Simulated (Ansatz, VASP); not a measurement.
I: VASP beside Ansatz

```
CELL_PARAMETERS angstrom
3.45219 0.00000 0.00000
0.00000 3.45219 0.00000
0.00000 0.00000 3.45219
ATOMIC_POSITIONS crystal
I 0.00000 0.00000 0.00000
```

Alike in both runs: task relaxation of cell and atoms; functional r2SCAN; k mesh 12 × 12 × 12; occupations gaussian, width 0.1 eV; no spin polarisation.

|  | VASP | Ansatz |
| --- | --- | --- |
| version | VASP 6.6.1 | Ansatz 0.2.0 |
| potentials or method | VASP PAW PBE potentials, release 64 (I), cutoff 600 eV | scalar-relativistic, plane waves, PAW |
| valence electrons in the cell | 7 | 17 |

Ansatz gave:

```
gap on the k mesh at the Fermi level, each at its own relaxed structure (eV) : none
relaxed volume (Å³/atom)                                                     : 41.14
relaxed cell length with the largest relative difference (Å)                 : 3.452
```

Question: Estimate VASP's values.

Answer: gap on the k mesh at the Fermi level, each at its own relaxed structure (eV): none; relaxed volume (Å³/atom): 41.06; relaxed cell length with the largest relative difference (Å): 3.450.

VASP's potentials were made for PBE, not for r2SCAN. A gap of «none» marks a metal or a gap that the smearing closes. VASP's potentials hold 7 valence electrons a cell and Ansatz's 17, so a difference there can come from the potentials and not from the codes.

Neither program's run includes spin-orbit coupling.
